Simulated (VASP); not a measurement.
Set up this calculation in VASP 6.6.1, as the native input.

- Task: relaxation of cell and atoms
- Functional: PBE
- Potentials or basis: VASP PAW PBE potentials, release 64 (Rb_sv, Os)
- Cutoff: 600 eV
- k mesh: 12 × 12 × 8
- Occupations: gaussian, width 0.1 eV
- Spin: no spin polarisation
- Dipole correction: no
- Further INCAR settings: ALGO = Normal; EDIFF = 1e-06; IBRION = 2; EDIFFG = -0.01; NSW = 100; ISIF = 3

The structure of RbOs2 lies in POSCAR:

```
RbOs2
1.0
    4.0491573700      0.0000000000      0.0000000000
   -2.0245786850      3.5066731463      0.0000000000
    0.0000000000      0.0000000000      6.0069569450
Rb Os
1 2
Direct
    0.0000000000      0.0000000000      0.0000000000
    0.6666666667      0.3333333333      0.5324610916
    0.3333333333      0.6666666667      0.4675389084
```

The cell was generated, and may not be a known phase.

One way to write it, as run:

INCAR

```
PREC     = Accurate       # precision mode
ENCUT    = 600            # plane-wave cutoff, eV
EDIFF    = 1E-6           # SCF threshold, eV
ISMEAR   = 0              # smearing method
SIGMA    = 0.1            # smearing width, eV
LREAL    = F              # projectors in reciprocal space
LASPH    = T              # aspherical terms in the spheres
NELM     = 100            # most SCF steps
ALGO     = Normal         # electronic algorithm
ISIF     = 3              # what is computed and relaxed
LWAVE    = F              # write WAVECAR
LCHARG   = F              # write CHGCAR
GGA      = PE             # functional
IBRION   = 2              # ionic algorithm
NSW      = 100            # ionic steps
EDIFFG   = -0.01          # ionic threshold
```

KPOINTS

```
regular mesh
0
Gamma
  12 12 8
```

Potentials or basis: VASP PAW PBE potentials, release 64 (Rb_sv, Os).

Run with:

```console
$ cat potpaw_PBE.64/Rb_sv/POTCAR potpaw_PBE.64/Os/POTCAR > POTCAR
$ mpirun -np 1 vasp_std > vasp.out
```

It gave:

```json
{"Relaxed volume": "28.21 Å³/atom", "Relaxed cell": "a = 4.039 Å, b = 4.039 Å, c = 5.990 Å, α = 90.00°, β = 90.00°, γ = 120.00°", "Space group after relaxing (to 0.1 Å)": "P-3m1 (No. 164)", "Energy gained by relaxing": "0.6 meV/atom", "Ionic steps": "7", "Pressure after relaxing": "0.0 GPa", "Largest force after relaxing": "0.004 eV/Å", "Band gap on the k mesh": "zero (an odd number of electrons rules out a gap without spin polarisation)"}
```

Caveat: spin-orbit coupling is left out, which moves the levels of the heavy elements.

Run time: 6.8 min on 1 thread of Intel(R) Xeon(R) Platinum 8488C (Sapphire Rapids), on a shared host, peak memory 0.39 GiB.
